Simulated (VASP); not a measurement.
TaSF, 3 atoms in the cell. Symmetry: P4/mmm, No. 123, tetragonal system. Conventional cell: a = 3.792 Å, b = 3.792 Å, c = 4.436 Å, α = 90.00°, β = 90.00°, γ = 90.00°. Ta (site symmetry 4/mmm) has 2 F at 2.22 Å and 4 S at 2.68 Å within 2.9 Å. S (site symmetry 4/mmm) has 4 Ta at 2.68 Å and 8 F at 3.48 Å within 3.5 Å. F (site symmetry 4/mmm) has 2 Ta at 2.22 Å within 2.9 Å. 

```yaml
Program: VASP 6.6.1
Task: single point
Functional: PBE
Potentials_or_basis: VASP PAW PBE potentials, release 64 (Ta_pv, S, F)
Cutoff: 520 eV
k_mesh: 4 × 4 × 4
Occupations: gaussian, width 0.1 eV
Spin: collinear spin, ferromagnetic start
Starting_moments: "[1.0, 0.0, 0.0] μB"
Dipole_correction: no
Further_INCAR_settings: ALGO = Normal; EDIFF = 1e-07; NBANDS = 23
```

Potentials or basis: VASP PAW PBE potentials, release 64 (Ta_pv, S, F).

The run is started by

```bash
$ cat potpaw_PBE.64/Ta_pv/POTCAR potpaw_PBE.64/S/POTCAR potpaw_PBE.64/F/POTCAR > POTCAR
$ mpirun -np 1 vasp_std > vasp.out
```

Hardware: 1 thread of Intel(R) Xeon(R) Platinum 8375C CPU @ 2.90GHz (Ice Lake), on a shared host.

Task: How long does it take, and how much memory?

Result: Run time: 58 s on 1 thread of Intel(R) Xeon(R) Platinum 8375C CPU @ 2.90GHz (Ice Lake) (shared host), peak memory 0.21 GiB. Counts: scf iterations 16, k points 18.
